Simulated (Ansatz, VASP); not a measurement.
# One calculation of CO2, two programs

```xyz
12
Lattice="5.4423 0.0000 0.0000 0.0000 5.4423 0.0000 0.0000 0.0000 5.4423" Properties=species:S:1:pos:R:3 pbc="T T T"
C     0.0000    0.0000    0.0000
C     2.7211    0.0000    2.7211
C     2.7211    2.7211    0.0000
C     0.0000    2.7211    2.7211
O     0.6699    0.6699    0.6699
O     2.0513    4.7724    3.3910
O     3.3910    2.0513    4.7724
O     4.7724    3.3910    2.0513
O     4.7724    4.7724    4.7724
O     3.3910    0.6699    2.0513
O     2.0513    3.3910    0.6699
O     0.6699    2.0513    3.3910
```

Alike in both runs: task single point; functional r2SCAN; k mesh 6 × 6 × 6; no spin polarisation.

```csv
,VASP,Ansatz
version,VASP 6.6.1,Ansatz 0.2.0
potentials or method,"VASP PAW PBE potentials, release 64 (C, O)","plane waves, PAW"
plane-wave cutoff (eV),520,500
occupations,"gaussian, width 0.01 eV",fixed
valence electrons in the cell,64,64
```

```tsv
	VASP	Ansatz	Ansatz less VASP
gap on the k mesh at the Fermi level (eV)	7.57	7.59	+0.026
pressure (GPa)	2.6	0.6	-2.04
rms of the force components (eV/Å)	0.333	0.037	-0.2962
```

VASP's potentials were made for PBE, not for r2SCAN. Atom by atom the forces differ by 0.370 eV/Å (rms over components). One of these differences is far larger than is usual between the two programs; its cause wasn't traced.

Noted on VASP's run: the standard files for N, O and F lose accuracy on very short bonds.
